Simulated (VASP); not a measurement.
The system is CsSnI3.

```
Cs I Sn
1.0
     6.20570    0.00000    0.00000
     0.00000    6.20570    0.00000
     0.00000    0.00000    6.20570
Cs I Sn
1 3 1
Cartesian
  -0.0286 -0.0394 -0.0152
  3.1374 3.0807 0.0488
  3.0926 -0.0201 3.0778
  0.0810 3.1202 3.0906
  3.1002 3.1120 3.0855
```

This cell differs from its parent crystal: atoms moved at random.

Base run:

| Item | Value |
| --- | --- |
| Program | VASP 6.6.1 |
| Functional | PBE |
| Potentials or basis | VASP PAW PBE potentials, release 64 (Cs_sv, I, Sn_d) |
| Cutoff | 520 eV |
| k mesh | 5 × 5 × 5 |
| Occupations | fermi-dirac, width 0.05 eV |
| Spin | no spin polarisation |

Its results: band gap on the k mesh 1.72 eV; pressure 0.6 GPa; largest force 0.145 eV/Å.

Task: The run is repeated on the same cell with these changes: functional from PBE to PBEsol; further incar settings from ALGO = Normal; EDIFF = 1e-07; NBANDS = 30 to ALGO = Normal; EDIFF = 1e-06; NBANDS = 30. What comes out?

Result: Band gap on the k mesh 1.69 eV; pressure -0.6 GPa; largest force 0.115 eV/Å.

Caveats: spin-orbit coupling is left out, which moves the levels of the heavy elements; an odd mesh through Γ misses points on the zone boundary, where band edges can lie; the PAW data sets were made with another functional, which shifts forces and pressure a little (at least some runs).
